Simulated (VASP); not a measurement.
Input of a VASP 6.6.1 run:

Contents of INCAR:

```
  ALGO = Normal
  EDIFF = 1E-6
  ENCUT = 520
  GGA = PS
  ISIF = 2
  ISMEAR = -1
  LASPH = True
  LCHARG = False
  LREAL = Auto
  LWAVE = False
  NBANDS = 58
  NELECT = 90.0
  NELM = 100
  PREC = Accurate
  SIGMA = 0.05
```

KPOINTS

```
k-points
0
Gamma
  2 2 2
```

POSCAR

```
Si6NO10
1.0
   -3.9755720000     -2.2952980000      5.2330850000
    3.9755720000     -2.2952980000      5.2330850000
    0.0000000000      4.5905950000      5.2330850000
Si O N
6 10 1
Direct
    0.0386489451      0.4809159942      0.2557955363
    0.2213750330      0.0159225611      0.4690256880
    0.4601671968      0.2420461053      0.0384250066
    0.5302682842      0.9583647454      0.7462859115
    0.7566720203      0.5342644327      0.9660722845
    0.9857855800      0.7740963708      0.5263978973
    0.4242005629      0.0449708797      0.2512004549
    0.2475796434      0.4331828655      0.0548008424
    0.0549727676      0.2519469955      0.4432008628
    0.4869606563      0.1610475652      0.8353981179
    0.8328459624      0.4995400780      0.1732488731
    0.9516819540      0.5823087635      0.7570740482
    0.7510663820      0.9534205572      0.5630412370
    0.5560601944      0.7432515780      0.9396636739
    0.3328656045     -0.0245214528      0.6608875340
    0.6667550376      0.3302864441     -0.0022656530
    0.0356121655      0.6854368266      0.3217491045
```

Potentials or basis: VASP PAW PBE potentials, release 64 (Si, O, N).

Run with:

```sh
$ cat potpaw_PBE.64/Si/POTCAR potpaw_PBE.64/O/POTCAR potpaw_PBE.64/N/POTCAR > POTCAR
$ mpirun -np 1 vasp_std > vasp.out
```

Task: Predict the largest force.

Result: 0.135 eV/Å.

Forces on the atoms (eV/Å):
```
Si   0.059  0.011  0.026
Si  -0.069  0.109 -0.041
Si  -0.055 -0.039  0.014
Si   0.085  0.007 -0.004
Si  -0.033  0.063 -0.013
Si  -0.026 -0.047  0.049
O   -0.028 -0.004 -0.002
O    0.056  0.006 -0.001
O    0.051  0.002 -0.003
O   -0.003 -0.016 -0.009
O   -0.017  0.021  0.013
O   -0.015 -0.046 -0.001
O   -0.023 -0.042  0.007
O    0.007  0.022 -0.009
O    0.018 -0.002 -0.033
O   -0.010 -0.003  0.008
N    0.004 -0.041 -0.002
```

Caveat: the k points lie up to 0.50 Å⁻¹ apart; the cell carries a net charge on a neutralising background, which shifts energy and pressure; the PAW data sets were made with another functional, which shifts forces and pressure a little.
